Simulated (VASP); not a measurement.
Input of a VASP 6.6.1 run:

File INCAR:

```
SYSTEM = NaF
PREC = Accurate
ENCUT = 520
EDIFF = 1E-8
ISMEAR = 0
SIGMA = 0.01
LREAL = .False.
LASPH = .True.
NELM = 60
ALGO = Normal
ISIF = 2
LWAVE = .False.
LCHARG = .True.
METAGGA = R2SCAN
LMIXTAU = .True.
IBRION = 6
NFREE = 2
POTIM = 0.015
NSW = 1
```

KPOINTS

```
regular mesh
0
Gamma
  8 8 8
  0 0 0
```

The input POSCAR:

```
NaF
1.0
    2.1626439205      2.1626439205      0.0000000000
   -2.1626439205      2.1626439205      0.0000000000
    0.0000000000      2.1626439205      2.1626439205
Na F
1 1
Direct
    0.0000000000      0.0000000000      0.0000000000
    0.5000000000      0.5000000000      0.0000000000
```

Potentials or basis: VASP PAW PBE potentials, release 64 (Na_pv, F).

Run with:

```console
$ cat potpaw_PBE.64/Na_pv/POTCAR potpaw_PBE.64/F/POTCAR > POTCAR
$ mpirun -np 1 vasp_std > vasp.out
```

Estimate the highest phonon frequency at Γ, LO-TO splitting left out.

365 cm⁻¹.

Predict the most unstable mode.

28i cm⁻¹.

Phonon frequencies in cm⁻¹ (negative: imaginary):
```
              q point              frequencies
(0.000, 0.000, 0.000)  -28 -28 -28 365 365 365
```

Caveat: the k points lie up to 0.36 Å⁻¹ apart; the cell wasn't relaxed at this level first, which shifts response properties; some modes are imaginary.
